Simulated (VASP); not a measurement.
Here is a VASP 6.6.1 calculation.

INCAR

```
SYSTEM = Na
  ALGO = Fast
  EDIFF = 1E-6
  ENCUT = 520
  GGA = PE
  ISIF = 2
  ISMEAR = 0
  LASPH = .True.
  LCHARG = .False.
  LREAL = .False.
  LWAVE = .False.
  NBANDS = 22
  NELM = 80
  PREC = Accurate
  SIGMA = 0.1
```

File KPOINTS:

```
k-points
0
Gamma
  18 18 6
  0 0 0
```

File POSCAR:

```
Na
1.0
    2.6290678250      0.0000000000      0.0000000000
   -1.3145339125      2.2768395247      0.0000000000
    0.0000000000      0.0000000000      8.6028520225
Na
4
Direct
    0.0000000000      0.0000000000      0.0000000000
    0.3333333333      0.6666666667      0.2500000000
    0.0000000000      0.0000000000      0.5000000000
    0.6666666667      0.3333333333      0.7500000000
```

Potentials or basis: VASP PAW PBE potentials, release 64 (Na_pv).

Command:

```sh
$ cat potpaw_PBE.64/Na_pv/POTCAR > POTCAR
$ mpirun -np 1 vasp_std > vasp.out
```

Problem. Predict the band gap on the k mesh.

Solution. Zero (band 14 reaches 8.31 eV, above the bottom of band 15 at 2.05 eV).

Problem. Predict the pressure.

Solution. 60.4 GPa.
